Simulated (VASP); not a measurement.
A run of VASP 6.6.1 is set up as follows.

File POSCAR:

```
Al2O3
1.0
    2.3788965700      1.3734565700      4.3308721000
   -2.3788965700      1.3734565700      4.3308721000
    0.0000000000     -2.7469131500      4.3308721000
Al O
4 6
Direct
    0.3518499200      0.3518499200      0.3518499200
    0.1481500800      0.1481500800      0.1481500800
    0.6481500800      0.6481500800      0.6481500800
    0.8518499200      0.8518499200      0.8518499200
    0.5563011200      0.9436988800      0.2500000000
    0.2500000000      0.5563011200      0.9436988800
    0.9436988800      0.2500000000      0.5563011200
    0.4436988800      0.0563011200      0.7500000000
    0.7500000000      0.4436988800      0.0563011200
    0.0563011200      0.7500000000      0.4436988800
```

INCAR.step1

```
SYSTEM = Al2O3
PREC = Accurate ; ENCUT = 520
ISMEAR = -1 ; SIGMA = 0.02
LREAL = .False. ; LASPH = .True.
NELM = 100 ; NBANDS = 35
GGA = PE ; ALGO = Normal
EDIFF = 1E-4 ; LWAVE = .True.
LCHARG = .False.
```

The input INCAR.step2:

```
SYSTEM = Al2O3
PREC = Accurate ; ENCUT = 520
EDIFF = 1E-7 ; ISMEAR = -1
SIGMA = 0.02 ; LREAL = .False.
LASPH = .True. ; NELM = 100
ALGO = Normal ; ISIF = 2
LWAVE = .False. ; LCHARG = .False.
METAGGA = R2SCAN ; LMIXTAU = .True.
NBANDS = 35 ; ISTART = 1
```

File KPOINTS:

```
regular mesh
0
Gamma
  6 6 6
  0 0 0
```

Potentials or basis: VASP PAW PBE potentials, release 64 (Al, O).

Run with:

```console
$ cat potpaw_PBE.64/Al/POTCAR potpaw_PBE.64/O/POTCAR > POTCAR
$ cp INCAR.step1 INCAR
$ mpirun -np 1 vasp_std > vasp.out
$ cp INCAR.step2 INCAR
$ mpirun -np 1 vasp_std > vasp.out
```

(1) Predict the pressure.

(2) Estimate the band gap on the k mesh.

## Answers

(1) -0.3 GPa.

(2) 7.17 eV, direct.

Caveat: the PAW data sets were made with another functional, which shifts forces and pressure a little.

**Experimental background.**

“Multi-petahertz electron interference in Cr:Al2O3 solid-state material”, 2018, pmc:5906618 quotes, for a bulk crystal of Al2O3: band gap 8.7 eV (optical).

Measured gap of Al2O3: 8.7 eV (optical; quoted in “Multi-petahertz electron interference in Cr:Al2O3 solid-state material”, 2018, pmc:5906618). This calculation gives 7.17 eV (-1.53 eV). The value is that of r2SCAN on a finite k mesh, which can miss the band edges, without temperature or zero-point motion.
